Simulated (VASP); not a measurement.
The system is O.

```
O
1.0
     1.77559    0.00000    0.00000
     0.00000    1.77559    0.00000
     0.00000    0.00000    3.05305
O
1
Direct
  0.00000 0.00000 0.00000
```

| Quantity | Value |
| --- | --- |
| Program | VASP 6.6.1 |
| Task | relaxation of cell and atoms |
| Functional | PBEsol |
| Potentials or basis | VASP PAW PBE potentials, release 64 (O) |
| Cutoff | 600 eV |
| k mesh | 12 × 12 × 7 |
| Occupations | methfessel-paxton, width 0.1 eV |
| Spin | no spin polarisation |

At the start: pressure 0.1 GPa; volume 9.63 Å³/atom.

Task: Where does the relaxation end?

Result: Over 12 steps the energy falls by 3.6 meV/atom and the volume is 10.51 Å³/atom (+9.2 %); space group P4/mmm (No. 123, to 0.05 Å).

The path:
```tsv
step	energy change (eV)	largest force (eV/Å)	pressure (GPa)	volume (Å³)
1	0.0000	0.0000	0.10	9.63
2	-0.0005	0.0000	0.86	9.63
3	-0.0006	0.0000	1.97	9.64
4	-0.0006	0.0000	1.44	9.64
5	-0.0009	0.0000	1.44	9.67
6	-0.0012	0.0000	1.30	9.71
7	-0.0018	0.0000	1.01	9.79
8	-0.0026	0.0000	0.45	9.96
9	-0.0034	0.0000	-0.40	10.28
10	-0.0017	0.0000	-2.20	10.94
11	-0.0034	0.0000	-0.84	10.43
12	-0.0036	0.0000	-0.09	10.51
```

Final structure:
```yaml
crystal:
  lattice:
    - [1.77565, 0.00000, 0.00000]
    - [0.00000, 1.77565, 0.00000]
    - [0.00000, 0.00000, 3.33294]
  atoms:
    - { symbol: O, position: [0.00000, 0.00000, 0.00000] }
```

Caveat: the PAW data sets were made with another functional, which shifts forces and pressure a little.
